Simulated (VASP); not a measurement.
Input of a VASP 6.6.1 run:

The input INCAR:

```
PREC = Accurate ; ENCUT = 520
EDIFF = 1E-6 ; ISMEAR = 0
SIGMA = 0.05 ; LREAL = False
LASPH = True ; NELM = 60
ALGO = Normal ; ISIF = 2
LWAVE = False ; LCHARG = True
GGA = PE ; LELF = True
LVHAR = True ; NBANDS = 16
```

File KPOINTS:

```
regular mesh
0
Gamma
  12 12 6
```

Contents of POSCAR:

```
SiC
1.0
    3.0919867344      0.0000000000      0.0000000000
   -1.5459933672      2.6777390602      0.0000000000
    0.0000000000      0.0000000000      5.0737646004
Si C
2 2
Direct
    0.2012675361      0.6006337680     -0.0200257931
    0.5346008694      0.2673004347      0.4799742069
    0.3333333333      0.6666666667      0.3804363282
    0.6666666667      0.3333333333      0.8804363282
```

Potentials or basis: VASP PAW PBE potentials, release 64 (Si, C).

The run is started by

```bash
$ cat potpaw_PBE.64/Si/POTCAR potpaw_PBE.64/C/POTCAR > POTCAR
$ mpirun -np 1 vasp_std > vasp.out
```

(1) What does it give for the pressure?

(2) Predict the band gap on the k mesh.

Answers

(1) 21.4 GPa.

(2) 1.12 eV, indirect (least direct gap 3.11 eV).

Caveat: the cell differs from its parent crystal (all Si atoms moved +0.375 Å, as atom 1 towards its neighbour atom 4 (C) at 1.893 Å); forces of over 1 eV/Å act on the atoms, so gaps and moduli don't describe the material at rest.
